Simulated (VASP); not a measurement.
Runs of VASP 6.6.1 on InSe. The structure is that of space group C2/m (No. 12), or close to it. The cells are those of the table. 

```csv
task,level,potentials or basis,cell,cutoff (eV),gap on the mesh (eV),pressure (GPa),largest force (eV/Å)
single point,LDA,"VASP PAW LDA potentials, release 64 (In_d, Se)","a = 6.178, b = 6.178, c = 5.073 Å, angles 108.7, 108.7, 38.8°, 4 atoms",520,1.01,-2.7,0.07
single point,LDA,"VASP PAW LDA potentials, release 64 (In_d, Se)","a = 6.137, b = 6.137, c = 5.039 Å, angles 108.7, 108.7, 38.8°, 4 atoms",520,1.04,-1.7,0.09
single point,PBEsol,"VASP PAW PBE potentials, release 64 (In_d, Se)","a = 6.137, b = 6.137, c = 5.039 Å, angles 108.7, 108.7, 38.8°, 4 atoms",520,1.10,(b),0.24
relaxation of cell and atoms,revPBE+D3(BJ),"VASP PAW PBE potentials, release 64 (In_d, Se)","relaxed from a = 6.178, b = 6.178, c = 5.073 Å, angles 108.7, 108.7, 38.8°, 4 atoms",600,(a),0.0,0.01
```

Alike in all rows: no spin polarisation; k mesh 7 × 7 × 6; smearing fermi-dirac 0.05 eV.

Estimate the missing entries.

(a) 0.47; (b) -0.1.

Caveats: spin-orbit coupling is left out, which moves the levels of the heavy elements; the PAW data sets were made with another functional, which shifts forces and pressure a little (at least some runs).

A k mesh can miss the band edges, and the runs leave out spin-orbit coupling on In, Se.
